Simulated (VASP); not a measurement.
Se:

```xyz
3
Lattice="4.3662 0.0000 0.0000 -2.1831 3.7812 0.0000 0.0000 0.0000 4.9536" Properties=species:S:1:pos:R:3 pbc="T T T"
Se    1.6910    2.9289    0.0000
Se   -0.4921    0.8523    3.3024
Se    0.9841    0.0000    1.6512
```

- Program: VASP 6.6.1
- Task: relaxation of cell and atoms
- Functional: revPBE
- Potentials or basis: VASP PAW PBE potentials, release 64 (Se)
- Cutoff: 600 eV
- k mesh: 7 × 7 × 6
- Occupations: fermi-dirac, width 0.05 eV
- Spin: no spin polarisation

At the start: pressure 4.1 GPa; volume 27.26 Å³/atom.

Question: Where does the relaxation end?

Answer: Over 25 steps the energy falls by 91.9 meV/atom and the volume is 55.82 Å³/atom (+104.8 %); space group P3_121 (No. 152, to 0.1 Å) before and after.

Step by step:
```tsv
step	energy change (eV)	largest force (eV/Å)	pressure (GPa)	volume (Å³)
1	0.0000	0.4189	4.15	81.78
2	-0.0237	0.7546	-2.12	90.42
3	-0.0647	0.2851	0.33	86.38
4	-0.0765	0.2478	0.30	87.52
5	-0.1035	0.1066	0.32	91.01
6	-0.1153	0.3051	0.73	98.25
7	-0.1181	0.1738	0.59	96.08
8	-0.1275	0.1174	0.34	97.84
9	-0.1496	0.0379	-0.26	103.19
10	-0.1750	0.2927	-1.03	114.34
11	-0.1934	0.5897	-1.59	138.35
12	-0.1914	0.4330	-1.34	126.72
13	-0.1986	0.4169	-1.26	128.09
14	-0.2188	0.3562	-1.02	132.23
15	-0.2507	0.1875	-0.48	140.58
16	-0.2621	0.3568	0.79	157.55
17	-0.2674	0.1947	0.44	152.61
18	-0.2707	0.1290	0.33	156.70
19	-0.2738	0.0040	0.15	166.21
20	-0.2738	0.0150	0.13	167.01
21	-0.2746	0.0411	0.06	167.26
22	-0.2750	0.1021	-0.12	167.86
23	-0.2751	0.0812	-0.06	167.65
24	-0.2756	0.0344	-0.01	167.53
25	-0.2756	0.0099	0.02	167.46
```

Final structure:
```xyz
3
Lattice="6.2227 0.0000 0.0000 -3.1113 5.3890 0.0000 0.0000 0.0000 4.9939" Properties=species:S:1:pos:R:3 pbc="T T T"
Se    2.6224    4.5422    0.0000
Se    5.7338    0.8468    3.3293
Se    0.9778    0.0000    1.6646
```

Caveat: the volume moved by over 15 % at a fixed basis, so the end points are rough; the PAW data sets were made with another functional, which shifts forces and pressure a little; this functional lacks dispersion, which binds layers or chains, so the pressure and a relaxed spacing across them are unreliable.
